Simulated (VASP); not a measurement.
# Na (Fd-3m) in VASP: notebook, part 2 of 2

VASP 6.6.1. The steps go on from the part before.

## (3) Single point, PBEsol (volume scaled by 1.12)

INCAR reads:

```
SYSTEM = Na
PREC = Accurate ; ENCUT = 520
EDIFF = 1E-7 ; ISMEAR = -1
SIGMA = 0.1 ; LREAL = .FALSE.
LASPH = .TRUE. ; NELM = 80
ALGO = Normal ; ISIF = 2
LWAVE = .FALSE. ; LCHARG = .TRUE.
GGA = PS ; LELF = .TRUE.
LVHAR = .TRUE. ; NBANDS = 14
```

KPOINTS reads:

```
Automatic mesh
0
G
  8 8 8
  0 0 0
```

POSCAR reads:

```
Na
1.0
    0.0000000000      3.8860423581      3.8860423581
    3.8860423581      0.0000000000      3.8860423581
    3.8860423581      3.8860423581      0.0000000000
Na
2
Direct
    0.1250000000      0.1250000000      0.1250000000
    0.8750000000      0.8750000000      0.8750000000
```

Potentials or basis: VASP PAW PBE potentials, release 64 (Na_pv).

Run with:

```console
cat potpaw_PBE.64/Na_pv/POTCAR > POTCAR
mpirun -np 1 vasp_std > vasp.out
```

OUTCAR:

```text
SYSTEM = Na
   PREC = Accurate
   ENCUT = 520
   EDIFF = 1E-7
   ISMEAR = -1
   LREAL = .FALSE.
   LASPH = .TRUE.
   NELM = 80
   ISIF = 2
   GGA = PS

 ion  position               nearest neighbor table
   1  0.125  0.125  0.125-
   2  0.875  0.875  0.875-

  LATTYP: Found a face centered cubic cell.
 ALAT       =     7.7720847162

  Lattice vectors:

 A1 = (   0.0000000000,   3.8860423581,   3.8860423581)
 A2 = (   3.8860423581,   0.0000000000,   3.8860423581)
 A3 = (   3.8860423581,   3.8860423581,   0.0000000000)

Analysis of symmetry for initial positions (statically):
=====================================================================
 Subroutine PRICEL returns:
 Original cell was already a primitive cell.

 Routine SETGRP: Setting up the symmetry group for a
 face centered cubic supercell.

 Subroutine GETGRP returns: Found 48 space group operations
 (whereof 12 operations were pure point group operations)
 out of a pool of 48 trial point group operations.

The static configuration has the point symmetry D_3d.
 The point group associated with its full space group is O_h .

Analysis of symmetry for dynamics (positions and initial velocities):
[... 168 lines left out ...]
  band No.  band energies     occupation
      1     -26.1147      2.00000
      2     -26.1147      2.00000
      3     -26.1147      2.00000
      4     -26.0877      2.00000
      5     -26.0877      2.00000
      6     -26.0877      2.00000
      7      -3.1985      2.00000
      8       3.5817      0.00000
      9       3.5817      0.00000
     10       3.5817      0.00000
     11       3.9220      0.00000
     12       3.9220      0.00000
     13       3.9220      0.00000
     14       5.4603      0.00000
[... 377 lines left out ...]
      1     -26.1199      2.00000
      2     -26.1184      2.00000
      3     -26.1086      2.00000
      4     -26.0942      2.00000
      5     -26.0841      2.00000
      6     -26.0829      2.00000
      7      -1.2657      1.98326
      8      -0.7547      0.83383
      9       1.2364      0.00000
     10       1.6203      0.00000
     11       3.7457      0.00000
     12       4.0597      0.00000
     13       5.7645      0.00000
     14       6.3166      0.00000

 [... further k-points ...]
[... 5 lines left out ...]
  --------------------------------------------------------------------------------------
  -------------------------------------------------------------------------------------
  Total       -0.2150811     -0.2150811     -0.2150811      0.0000000      0.0000000      0.0000000
  in kB       -2.9360278     -2.9360278     -2.9360278      0.0000000      0.0000000      0.0000000
  external PRESSURE =      -2.9360278 kB  Pullay stress =       0.0000000 kB

 VOLUME and BASIS-vectors are now :
 -----------------------------------------------------------------------------
  energy-cutoff  :      520.00
  volume of cell :      117.37
      direct lattice vectors                 reciprocal lattice vectors
     0.000000000  3.886042358  3.886042358    -0.128665607  0.128665607  0.128665607
     3.886042358  0.000000000  3.886042358     0.128665607 -0.128665607  0.128665607
     3.886042358  3.886042358  0.000000000     0.128665607  0.128665607 -0.128665607

 POSITION                                       TOTAL-FORCE (eV/Angst)
 -----------------------------------------------------------------------------------
      0.97151      0.97151      0.97151         0.000000      0.000000      0.000000
      6.80057      6.80057      6.80057        -0.000000     -0.000000     -0.000000
 -----------------------------------------------------------------------------------
    total drift:                                0.000000      0.000000      0.000000

  FREE ENERGIE OF THE ION-ELECTRON SYSTEM (eV)
  ---------------------------------------------------
  free  energy   TOTEN  =        -2.0988073382 eV

  energy  without entropy=       -2.0620659607  energy(sigma->0) =       -2.08043665
```

OSZICAR:

```text
N       E                     dE             d eps       ncg     rms          rms(c)
DAV:   1     0.879406828122E+02    0.87941E+02   -0.72438E+03   820   0.848E+02
DAV:   2     0.157833092038E+01   -0.86362E+02   -0.85720E+02   842   0.243E+02
DAV:   3    -0.204623503875E+01   -0.36246E+01   -0.36217E+01  1022   0.599E+01
DAV:   4    -0.210232804690E+01   -0.56093E-01   -0.56091E-01   878   0.792E+00
DAV:   5    -0.210368366745E+01   -0.13556E-02   -0.13556E-02  1046   0.130E+00    0.247E-01
DAV:   6    -0.210031468084E+01    0.33690E-02   -0.41439E-03  1064   0.932E-01    0.136E-01
DAV:   7    -0.209894085230E+01    0.13738E-02   -0.39232E-03  1192   0.767E-01    0.517E-02
DAV:   8    -0.209880304679E+01    0.13781E-03   -0.48090E-04  1040   0.351E-01    0.588E-03
DAV:   9    -0.209880687102E+01   -0.38242E-05   -0.11385E-05   974   0.418E-02    0.303E-03
DAV:  10    -0.209880751860E+01   -0.64758E-06   -0.20130E-06   982   0.219E-02    0.511E-04
DAV:  11    -0.209880737764E+01    0.14097E-06   -0.36835E-08   610   0.261E-03    0.153E-04
DAV:  12    -0.209880733815E+01    0.39480E-07   -0.96404E-09   496   0.137E-03
   1 F= -.20988073E+01 E0= -.20804366E+01  d E =-.367414E-01
```

Run time: 46 s. Hardware: 1 thread of Intel Xeon Platinum 8488C (Sapphire Rapids), shared host; peak memory 0.26 GiB.

Results:

- Free energy: -2.0988 eV
- Pressure: -0.3 GPa
- Band gap on the k mesh: zero (band 7 reaches -0.41 eV, above the bottom of band 8 at -1.04 eV)

Levels at points of the mesh, in eV from the Fermi level:
```csv
k point,band 3,band 4,band 5,band 6,band 7,band 8,band 9,band 10,band 11,band 12
"(0.00, 0.00, 0.00)",-25.33,-25.30,-25.30,-25.30,-2.41,4.37,4.37,4.37,4.71,4.71
"(0.50, 0.00, 0.00)",-25.33,-25.30,-25.30,-25.30,-0.79,-0.25,3.66,3.66,4.46,4.46
"(0.50, 0.50, 0.00)",-25.31,-25.31,-25.29,-25.29,0.04,0.04,2.29,2.29,2.92,2.92
```

Caveat: the cell differs from its parent crystal (volume scaled by 1.12); the PAW data sets were made with another functional, which shifts forces and pressure a little.

## (4) Single point, PBEsol

This run uses another cell than the first one, of 52.40 Å³/atom, 0.926 times its volume.

INCAR reads:

```
PREC = Accurate
ENCUT = 520
EDIFF = 1E-7
ISMEAR = -1
SIGMA = 0.1
LREAL = False
LASPH = True
NELM = 60
ALGO = Normal
ISIF = 2
LWAVE = False
LCHARG = False
GGA = PS
NBANDS = 14
```

KPOINTS reads:

```
Automatic mesh
0
Gamma
  12 12 12
```

POSCAR reads:

```
Na
1.0
    0.0000000000      3.7419805222      3.7419805222
    3.7419805222      0.0000000000      3.7419805222
    3.7419805222      3.7419805222      0.0000000000
Na
2
Direct
    0.1250000000      0.1250000000      0.1250000000
    0.8750000000      0.8750000000      0.8750000000
```

Run with:

```console
cat potpaw_PBE.64/Na_pv/POTCAR > POTCAR
mpirun -np 1 vasp_std > vasp.out
```

Run time: 1.7 min. Hardware: 1 thread of Intel Xeon Platinum 8488C (Sapphire Rapids), shared host; peak memory 0.26 GiB.

It converged, with:

| Property | Result |
| --- | --- |
| Free energy | -2.1095 eV |
| Pressure | 0.0 GPa |
| Band gap on the k mesh | zero (band 7 reaches -0.09 eV, above the bottom of band 8 at -0.89 eV) |

Levels at points of the mesh, in eV from the Fermi level:
```
           k point  band 5  band 6  band 7  band 8  band 9  band 10
(0.00, 0.00, 0.00)  -25.28  -25.28   -2.61    4.70    4.70     4.70
(0.50, 0.00, 0.00)  -25.27  -25.27   -0.81   -0.34    3.96     3.96
(0.50, 0.50, 0.00)  -25.27  -25.27    0.06    0.06    2.45     2.45
```

Caveat: the PAW data sets were made with another functional, which shifts forces and pressure a little.

## (5) Summary

| cell | k mesh | gap on the mesh (eV) | pressure (GPa) |
| --- | --- | --- | --- |
| a = 5.429 Å, angles 60.0°, 2 atoms | 8 × 8 × 8 | none | -0.2 |
| a = 5.496 Å, angles 60.0°, 2 atoms | 8 × 8 × 8 | none | -0.3 |
| a = 5.292 Å, angles 60.0°, 2 atoms | 12 × 12 × 12 | none | 0.0 |

Alike in all rows: task single point; level PBEsol; potentials or basis VASP PAW PBE potentials, release 64 (Na_pv); no spin polarisation; cutoff (eV) 520; smearing fermi-dirac 0.1 eV.

Caveats: the PAW data sets were made with another functional, which shifts forces and pressure a little.

Total energies depend on the potentials used, so only differences within one code and one set of settings carry meaning.
